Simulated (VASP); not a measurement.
# Li2Ag2Pt (Immm) in VASP: single point with PBE

Aim: the single point of Li2Ag2Pt with PBE.

Program: VASP 6.6.1. These are calculated values, not measurements. Logs are shortened: lines on timing, memory, paths and dates and some standing lists are left out, and cuts for length are marked.

**1. The cell of the first run**

The structure is orthorhombic, space group Immm (No. 71). Conventional cell: a = 3.135 Å, b = 4.748 Å, c = 10.316 Å, α = 90.00°, β = 90.00°, γ = 90.00°. Pt (site symmetry mmm) has 4 Li at 2.11 Å within 2.8 Å. Li (site symmetry mm2) has 2 Pt at 2.11 Å and 4 Ag at 2.37 to 2.76 Å and 1 Li at 2.83 Å within 2.9 Å. Within 3.3 Å of Ag (site symmetry mm2) lie 4 Li at 2.37 to 2.76 Å and 3 Ag at 2.94 to 3.14 Å and 4 Pt at 3.20 Å.

**2. Single point, PBE**

The input, POSCAR:

```
Li2Ag2Pt
1.0
    0.0000000000      3.1350620000      0.0000000000
    4.7475960000      0.0000000000      0.0000000000
    2.3737980000      1.5675310000     -5.1578270000
Pt Li Ag
1 2 2
Direct
    0.0000000000      0.0000000000      0.0000000000
    0.3627000000      0.8627000000      0.2746000000
    0.6373000000      0.1373000000      0.7254000000
    0.3575800000      0.3575800000      0.2848400000
    0.6424200000      0.6424200000      0.7151600000
```

The input, INCAR.step1:

```
PREC = Accurate
ENCUT = 520
EDIFF = 1E-7
ISMEAR = -1
SIGMA = 0.1
LREAL = False
LASPH = True
NELM = 60
ALGO = Normal
ISIF = 2
LWAVE = False
LCHARG = True
LMAXMIX = 4
GGA = PE
NBANDS = 27
```

The input, KPOINTS.step1:

```
Automatic mesh
0
Gamma
  8 8 8
```

The input, INCAR.step2:

```
PREC = Accurate
ENCUT = 520
EDIFF = 1E-7
ISMEAR = -5
SIGMA = 0.1
LREAL = False
LASPH = True
NELM = 60
ALGO = Normal
ISIF = 2
LWAVE = False
LCHARG = False
LMAXMIX = 4
GGA = PE
LORBIT = 11
NEDOS = 2001
ICHARG = 11
```

The input, KPOINTS.step2:

```
Automatic mesh
0
Gamma
  12 12 12
```

Potentials or basis: VASP PAW PBE potentials, release 64 (Pt, Li_sv, Ag).

On the command line:

```
$ cat potpaw_PBE.64/Pt/POTCAR potpaw_PBE.64/Li_sv/POTCAR potpaw_PBE.64/Ag/POTCAR > POTCAR
$ cp INCAR.step1 INCAR
$ cp KPOINTS.step1 KPOINTS
$ mpirun -np 1 vasp_std > vasp.out
$ cp INCAR.step2 INCAR
$ cp KPOINTS.step2 KPOINTS
$ mpirun -np 1 vasp_std > vasp.out
```

OUTCAR:

```text
PREC = Accurate
   ENCUT = 520
   EDIFF = 1E-7
   ISMEAR = -5
   LREAL = False
   LASPH = True
   NELM = 60
   ISIF = 2
   GGA = PE
   LORBIT = 11
   ICHARG = 11

 ion  position               nearest neighbor table
   1  0.000  0.000  0.000-   2 2.11   3 2.11   3 2.11   2 2.11   5 3.20   5 3.20   4 3.20   5 3.20
                             4 3.20   5 3.20   4 3.20   4 3.20
   2  0.363  0.863  0.275-   1 2.11   1 2.11   4 2.37   4 2.37   5 2.76   5 2.76
   3  0.637  0.137  0.725-   1 2.11   1 2.11   5 2.37   5 2.37   4 2.76   4 2.76
   4  0.358  0.358  0.285-   2 2.37   2 2.37   3 2.76   3 2.76   5 2.94   1 3.20   1 3.20   1 3.20
                             1 3.20
   5  0.642  0.642  0.715-   3 2.37   3 2.37   2 2.76   2 2.76   4 2.94   1 3.20   1 3.20   1 3.20
                             1 3.20

  LATTYP: Found a body centered orthorhombic cell.
 ALAT       =     3.1350620000
 B/A-ratio  =     1.5143547400
 C/A-ratio  =     3.2904146712

  Lattice vectors:

 A1 = (   2.3737980000,   1.5675310000,   5.1578270000)
 A2 = (  -2.3737980000,  -1.5675310000,   5.1578270000)
 A3 = (   2.3737980000,  -1.5675310000,  -5.1578270000)

Analysis of symmetry for initial positions (statically):
=====================================================================
 Subroutine PRICEL returns:
 Original cell was already a primitive cell.

 Routine SETGRP: Setting up the symmetry group for a
 body centered orthorhombic supercell.

 Subroutine GETGRP returns: Found  8 space group operations
 (whereof  8 operations were pure point group operations)
 out of a pool of  8 trial point group operations.

The static configuration has the point symmetry D_2h.

Analysis of symmetry for dynamics (positions and initial velocities):
=====================================================================
 Subroutine PRICEL returns:
 Original cell was already a primitive cell.

 Routine SETGRP: Setting up the symmetry group for a
 body centered orthorhombic supercell.

 Subroutine GETGRP returns: Found  8 space group operations
 (whereof  8 operations were pure point group operations)
 out of a pool of  8 trial point group operations.

The dynamic configuration has the point symmetry D_2h.

 Subroutine INISYM returns: Found  8 space group operations
 (whereof  8 operations are pure point group operations),
 and found     1 'primitive' translations

[... 106 lines left out ...]
   IBRION =     -1    ionic relax: 0-MD 1-quasi-New 2-CG
   NFREE  =      0    steps in history (QN), initial steepest desc. (CG)
   ISIF   =      2    stress and relaxation
   ISYM   =      2    0-nonsym 1-usesym 2-fastsym
   POTIM  = 0.5000    time-step for ionic-motion
   TEBEG  =    0.0;   TEEND  =   0.0 temperature during run
   PSTRESS=    0.0 pullay stress
   NELECT =      38.0000    total number of electrons
   NUPDOWN=      -1.0000    fix difference up-down
   EMIN   =  10.00;   EMAX   =-10.00  energy-range for DOS
   EFERMI =   0.00;   METHOD = LEGACY
   ISMEAR =    -5;   SIGMA  =   0.10  broadening in eV -4-tet -1-fermi 0-gaus
   EFERMI_NEDOS =   21; number of points for ismear=-14 and -15
   IALGO  =     38    algorithm
   IMIX   =      4    mixing-type and parameters
     AMIX     =   0.40;   BMIX     =  1.00
     AMIX_MAG =   1.60;   BMIX_MAG =  1.00
  volume/ion in A,a.u.               =      15.35       103.61
  Fermi-wavevector in a.u.,A,eV,Ry     =   1.295012  2.447218 22.817735  1.677056
  Thomas-Fermi vector in A             =   2.426559
   LORBIT       =     11    0 simple, 1 ext, 2 COOP (PROOUT), +10 PAW based schemes
   GGA     = PE    functional components
   LHFCALC =     F    Hartree Fock is set to
   AEXX    =    0.0000 exact exchange contribution
   IVDW    =     0    specifies the selected vdW correction
   LEPSILON=     F    determine dielectric tensor
   LRPA    =     F    only Hartree local field effects (RPA)
 non-spin polarized calculation
 Fermi weights with tetrahedron method with Bloechl corrections
  energy-cutoff  :      520.00
  volume of cell :       76.77
 maximum number of plane-waves:      2089

 number of electron      37.9999990 magnetization

 Free energy of the ion-electron system (eV)
  ---------------------------------------------------
  ext. energy  EPLUGINS =         0.00000000
  ---------------------------------------------------
  free energy    TOTEN  =       -13.75657363 eV

  energy without entropy =      -13.75657363  energy(sigma->0) =      -13.75657363

 E-fermi :   6.1139     XC(G=0): -10.9315

 val. band max:        6.2712486583   @ k =   0.5000   0.4167   0.1667
 cond. band min:       6.0320319321   @ k =   0.5000   0.0000   0.2500
 fundamental gap:     -0.2392167263
 Fermi energy:         6.1139006875

 k-point     1 :       0.0000    0.0000    0.0000
  band No.  band energies     occupation
      1     -39.2744      2.00000
      2     -39.2518      2.00000
      3      -0.3815      2.00000
      4       1.0167      2.00000
      5       1.2470      2.00000
      6       1.4906      2.00000
[... 613 lines left out ...]
     22       9.6844      0.00000
     23      11.4448      0.00000

 [... further k-points ...]
[... 5 lines left out ...]
  --------------------------------------------------------------------------------------
  -------------------------------------------------------------------------------------
  Total        2.8535658      4.8616402      6.0124464      0.0000000      0.0000000      0.0000000
  in kB       59.5541201    101.4627757    125.4801825      0.0000000      0.0000000      0.0000000
  external PRESSURE =      95.4990261 kB  Pullay stress =       0.0000000 kB

 VOLUME and BASIS-vectors are now :
 -----------------------------------------------------------------------------
  energy-cutoff  :      520.00
  volume of cell :       76.77
      direct lattice vectors                 reciprocal lattice vectors
     0.000000000  3.135062000  0.000000000     0.000000000  0.318972958  0.096940049
     4.747596000  0.000000000  0.000000000     0.210632918  0.000000000  0.096940049
     2.373798000  1.567531000 -5.157827000     0.000000000  0.000000000 -0.193880097

 POSITION                                       TOTAL-FORCE (eV/Angst)
 -----------------------------------------------------------------------------------
      0.00000      0.00000      0.00000        -0.000000      0.000000     -0.000000
      4.74760      1.56753     -1.41634         0.000000     -0.000000     -2.806369
      2.37380      3.13506     -3.74149        -0.000000     -0.000000      2.806369
      2.37380      1.56753     -1.46916         0.000000     -0.000000      0.367372
      4.74760      3.13506     -3.68867         0.000000     -0.000000     -0.367372
 -----------------------------------------------------------------------------------
    total drift:                                0.000000      0.000000     -0.000000

  FREE ENERGIE OF THE ION-ELECTRON SYSTEM (eV)
  ---------------------------------------------------
  free  energy   TOTEN  =       -13.7565736336 eV

  energy  without entropy=      -13.7565736336  energy(sigma->0) =      -13.75657363

 total charge

# of ion       s       p       d       tot
------------------------------------------
    1        0.745   0.266   8.372   9.383
    2        2.070   0.141   0.000   2.211
    3        2.070   0.141   0.000   2.211
    4        0.393   0.207   9.185   9.785
    5        0.393   0.207   9.185   9.785
--------------------------------------------------
tot          5.672   0.961  26.742  33.376
```

OSZICAR.step1:

```text
N       E                     dE             d eps       ncg     rms          rms(c)
DAV:   1     0.253071720830E+03    0.25307E+03   -0.18493E+04  5154   0.144E+03
DAV:   2     0.604589583509E+00   -0.25247E+03   -0.23935E+03  5424   0.333E+02
DAV:   3    -0.149730551162E+02   -0.15578E+02   -0.15314E+02  8484   0.640E+01
DAV:   4    -0.156717832023E+02   -0.69873E+00   -0.68793E+00  6654   0.131E+01
DAV:   5    -0.156848899628E+02   -0.13107E-01   -0.13101E-01  6481   0.191E+00    0.822E+00
DAV:   6    -0.139937580297E+02    0.16911E+01   -0.76507E+00  5376   0.337E+01    0.681E+00
DAV:   7    -0.138131772089E+02    0.18058E+00   -0.13126E+00  5485   0.982E+00    0.237E+00
DAV:   8    -0.137699256024E+02    0.43252E-01   -0.14551E-01  5533   0.269E+00    0.123E+00
DAV:   9    -0.137619194087E+02    0.80062E-02   -0.33046E-02  5844   0.131E+00    0.212E-01
DAV:  10    -0.137617120330E+02    0.20738E-03   -0.26426E-03  6161   0.466E-01    0.925E-02
DAV:  11    -0.137616746869E+02    0.37346E-04   -0.38318E-04  5692   0.166E-01    0.301E-02
DAV:  12    -0.137616625138E+02    0.12173E-04   -0.21984E-05  5812   0.420E-02    0.126E-02
DAV:  13    -0.137616651250E+02   -0.26111E-05   -0.65154E-06  6923   0.151E-02    0.302E-03
DAV:  14    -0.137616651080E+02    0.16937E-07   -0.10026E-06  6549   0.577E-03    0.991E-04
DAV:  15    -0.137616650256E+02    0.82419E-07   -0.37446E-08  2937   0.136E-03
   1 F= -.13761665E+02 E0= -.13733395E+02  d E =-.565391E-01
```

Run time: 10 min. Hardware: 1 thread of Intel Xeon Platinum 8259CL at 2.50GHz (Skylake/Cascade Lake), shared host; peak memory 0.57 GiB.

What came out:

```
Valence electrons inside the program's atomic spheres : Pt 9.38; Li 2.21; Ag 9.79
```

Levels at points of the mesh, in eV from the Fermi level:
| k point | band 15 | band 16 | band 17 | band 18 | band 19 | band 20 | band 21 | band 22 | band 23 |
| --- | --- | --- | --- | --- | --- | --- | --- | --- | --- |
| (0.00, 0.00, 0.00) | -2.98 | -2.63 | -2.57 | -1.42 | -0.06 | 1.06 | 1.72 | 3.32 | 4.45 |
| (0.50, 0.00, 0.00) | -2.69 | -2.05 | -1.64 | -0.63 | -0.16 | 0.12 | 2.98 | 4.88 | 5.30 |
| (0.00, 0.50, 0.00) | -3.59 | -2.37 | -2.18 | -1.80 | -1.55 | -0.26 | 0.37 | 5.00 | 6.73 |
| (0.50, 0.50, 0.00) | -2.60 | -2.36 | -1.25 | 0.16 | 0.79 | 1.14 | 1.54 | 2.28 | 2.92 |
| (0.00, 0.00, 0.50) | -3.48 | -2.54 | -2.40 | -2.10 | -1.41 | -0.43 | 3.10 | 5.95 | 6.42 |

Caveat: the cutoff is under 1.25 times the usual one of these potentials, so pressure, stress and relaxed cells hold a basis-set (Pulay) error; spin-orbit coupling is left out, which moves the levels of the heavy elements.
